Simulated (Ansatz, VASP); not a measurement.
**Os2O: VASP beside Ansatz**

```
Os O
1.0
     4.39441    0.00000    0.00000
     0.00000    4.39441    0.00000
     0.00000    0.00000    4.39441
Os O
4 2
Direct
  0.25000 0.25000 0.25000
  0.25000 0.75000 0.75000
  0.75000 0.75000 0.25000
  0.75000 0.25000 0.75000
  0.00000 0.00000 0.00000
  0.50000 0.50000 0.50000
```

Alike in both runs: functional PBE; k mesh 8 × 8 × 8; occupations gaussian, width 0.1 eV; no spin polarisation.

Ansatz relaxed the structure, and its values are those at the end. VASP's run is a single point on that final structure, the one shown.

|  | VASP | Ansatz |
| --- | --- | --- |
| version | VASP 6.6.1 | Ansatz 0.2.0 |
| potentials or method | VASP PAW PBE potentials, release 64 (Os, O), cutoff 520 eV | scalar-relativistic, plane waves, PAW |
| valence electrons in the cell | 44 | 76 |

Ansatz gave:

```
gap on the k mesh at the Fermi level (eV) : none
pressure (GPa)                            : 0.0
```

Question: What did VASP give for the same quantities?

Answer: gap on the k mesh at the Fermi level (eV): none; pressure (GPa): 2.6.

A gap of «none» marks a metal or a gap that the smearing closes. With one functional, cell and mesh, what is left measures potentials, basis and numerics. VASP's potentials hold 44 valence electrons a cell and Ansatz's 76, so a difference there can come from the potentials and not from the codes.

Spin-orbit coupling is off throughout.
